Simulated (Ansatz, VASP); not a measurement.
Two plane-wave programs on Ga2As3

```
Ga As
1.0
     3.07562    1.77571    7.11016
    -3.07562    1.77571    7.11016
     0.00000   -3.55142    7.11016
Ga As
4 6
Cartesian
  0.0000 0.0000 7.5610
  0.0000 0.0000 3.1042
  0.0000 0.0000 13.7695
  0.0000 0.0000 18.2262
  -1.4904 1.7757 12.4428
  -0.7926 -2.1785 12.4428
  2.2830 0.4028 12.4428
  1.4904 -1.7757 8.8877
  0.7926 2.1785 8.8877
  -2.2830 -0.4028 8.8877
```

Alike in both runs: functional PBE; k mesh 6 × 6 × 6; occupations gaussian, width 0.1 eV; no spin polarisation.

Ansatz relaxed the structure, and its values are those at the end. VASP's run is a single point on that final structure, the one shown.

|  | VASP | Ansatz |
| --- | --- | --- |
| version | VASP 6.6.1 | Ansatz 0.2.0 |
| potentials or method | VASP PAW PBE potentials, release 64 (Ga_d, As), cutoff 520 eV | scalar-relativistic, plane waves, PAW |
| valence electrons in the cell | 82 | 142 |

```tsv
	VASP	Ansatz	Ansatz less VASP
gap on the k mesh at the Fermi level (eV)	none	none	-
pressure (GPa)	0.2	0.0	-0.14
rms of the force components (eV/Å)	0.005	0.003	-0.0020
```

A gap of «none» marks a metal or a gap that the smearing closes. VASP's potentials hold 82 valence electrons a cell and Ansatz's 142, so a difference there can come from the potentials and not from the codes.
